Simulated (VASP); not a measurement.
Input of a VASP 6.6.1 run:

Contents of INCAR:

```
SYSTEM = V
PREC = Accurate ; ENCUT = 500
EDIFF = 1E-6 ; ISMEAR = -1
SIGMA = 0.1 ; LREAL = .False.
LASPH = .True. ; NELM = 200
ALGO = Normal ; ISIF = 2
LWAVE = .False. ; LCHARG = .False.
ISPIN = 2 ; MAGMOM = 1.95 -1.95
LORBIT = 11 ; LMAXMIX = 4
LDAU = .True. ; LDAUTYPE = 2
LDAUL = 2 ; LDAUU = 2.5
LDAUJ = 0 ; LDAUPRINT = 1
GGA = PE ; NBANDS = 24
GGA_COMPAT = .False.
```

Contents of KPOINTS:

```
regular mesh
0
Gamma
  2 2 2
  0 0 0
```

The input POSCAR:

```
V
1.0
    3.0560380000      0.0000000000      0.0000000000
    0.0000000000      3.0560380000      0.0000000000
    0.0000000000      0.0000000000      2.8979240000
V
2
Direct
    0.0000000000      0.0000000000      0.0000000000
    0.5000000000      0.5000000000      0.5000000000
```

Potentials or basis: VASP PAW PBE potentials, release 64 (V_sv).

The run is started by

```console
$ cat potpaw_PBE.64/V_sv/POTCAR > POTCAR
$ mpirun -np 1 vasp_std > vasp.out
```

(1) Predict the pressure.

(2) Predict the site moments.

(3) Predict the net moment.

(4) What does it give for the band gap on the k mesh?

Answers

(1) 3.2 GPa.

(2) V +1.06, -1.06 μB.

(3) 0.00 μB per cell.

(4) zero (filled and empty bands overlap).

Caveat: the k points lie up to 1.08 Å⁻¹ apart; the U is typed as a test and isn't derived for this compound.
